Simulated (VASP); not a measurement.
**InSb3: single point with PBE**

The system is InSb3.

```
CELL_PARAMETERS angstrom
4.81212 0.00000 0.00000
0.00000 4.81212 0.00000
0.00000 0.00000 4.81212
ATOMIC_POSITIONS crystal
Sb 0.50000 0.50000 0.00000
Sb 0.00000 0.50000 0.50000
Sb 0.50000 0.00000 0.50000
In 0.00000 0.00000 0.00000
```

```yaml
Program: VASP 6.6.1
Task: single point
Functional: PBE
Potentials_or_basis: VASP PAW PBE potentials, release 64 (Sb, In_d)
Cutoff: 520 eV
k_mesh: 6 × 6 × 6
Occupations: fermi-dirac, width 0.05 eV
Spin: no spin polarisation
Dipole_correction: no
Further_INCAR_settings: ALGO = Normal; EDIFF = 1e-06; NBANDS = 22
```

```
Pressure               : -0.1 GPa
Band gap on the k mesh : zero (bands 14 and 15 overlap by 4.60 eV)
```

Levels at points of the mesh, in eV from the Fermi level:
```csv
k point,band 10,band 11,band 12,band 13,band 14,band 15,band 16,band 17,band 18,band 19
"(0.00, 0.00, 0.00)",-4.28,-4.28,-3.59,0.42,0.42,0.42,1.72,1.72,1.72,4.69
"(0.50, 0.00, 0.00)",-2.89,-2.89,-2.10,-2.10,-1.12,-0.84,1.96,2.15,2.15,2.40
"(0.50, 0.50, 0.00)",-2.47,-1.65,-1.65,-1.34,-1.12,-1.12,-0.48,1.04,3.24,3.43
"(0.50, 0.50, 0.50)",-4.97,-4.97,-4.97,-4.79,3.48,3.48,3.53,3.53,3.53,6.35
```

It took 58 s on 1 thread of Intel Xeon 8259CL, with other jobs on the host, peak memory 0.23 GiB.

Caveat: spin-orbit coupling is left out, which moves the levels of the heavy elements.
